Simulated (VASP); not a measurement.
WC:

```
W C
1.0
     0.00000    2.19268    2.19268
     2.19268    0.00000    2.19268
     2.19268    2.19268    0.00000
W C
1 1
Cartesian
  -0.0044 -0.0321 -0.0488
  2.1767 2.2019 2.2440
```

This cell differs from its parent crystal: atoms moved at random.

Base run:

| Property | Result |
| --- | --- |
| Program | VASP 6.6.1 |
| Functional | PBEsol |
| Potentials or basis | VASP PAW PBE potentials, release 64 (W_sv, C) |
| Cutoff | 520 eV |
| k mesh | 10 × 10 × 10 |
| Occupations | fermi-dirac, width 0.05 eV |
| Spin | no spin polarisation |

Its results: band gap on the k mesh zero (band 9 reaches 13.28 eV, above the bottom of band 10 at 10.21 eV); pressure -7.3 GPa; largest force 0.720 eV/Å.

The run is repeated on the same cell with these changes: functional from PBEsol to PBE. What comes out?

Band gap on the k mesh zero (band 9 reaches 13.43 eV, above the bottom of band 10 at 10.37 eV); pressure 1.4 GPa; largest force 0.733 eV/Å.

PBE binds less tightly than PBEsol, so the same cell stands under more pressure.

Caveats: spin-orbit coupling is left out, which moves the levels of the heavy elements; the PAW data sets were made with another functional, which shifts forces and pressure a little (some runs).
